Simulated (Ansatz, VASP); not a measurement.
## Two plane-wave programs on CsZn4Mo

```xyz
6
Lattice="5.8094 0.0000 0.0000 -2.9047 5.0311 0.0000 0.0000 0.0000 4.3320" Properties=species:S:1:pos:R:3 pbc="T T T"
Cs    0.0000    0.0000    0.0000
Zn    2.9047    1.6770    0.0000
Zn    4.3289    2.4993    2.1660
Zn    1.4805    2.4993    2.1660
Zn    2.9047    0.0325    2.1660
Mo    0.0000    3.3540    0.0000
```

Change from the starting cell: species swapped into the LaGaNi4 type (P-6m2, No. 187).

Alike in both runs: task single point; functional PBE; k mesh 3 × 3 × 4; occupations gaussian, width 0.1 eV; no spin polarisation.

```csv
,VASP,Ansatz
version,VASP 6.6.1,Ansatz 0.2.0
potentials or method,"VASP PAW PBE potentials, release 64 (Cs_sv, Zn, Mo_sv), cutoff 520 eV","scalar-relativistic, plane waves, PAW"
valence electrons in the cell,71,71
```

```csv
,VASP,Ansatz,Ansatz less VASP
gap on the k mesh at the Fermi level (eV),none,none,-
pressure (GPa),-1.6,-1.8,-0.27
"traceless stress, the component that is largest in VASP (GPa)",-4.83,-4.81,+0.026
rms of the force components (eV/Å),0.120,0.120,0.0000
```

Atom by atom the forces differ by 0.000 eV/Å (rms over components). A gap of «none» marks a metal or a gap that the smearing closes. With one functional, cell and mesh, what is left measures potentials, basis and numerics.

The k mesh is coarse, so the values compare programs but aren't converged. Spin-orbit coupling is off throughout.
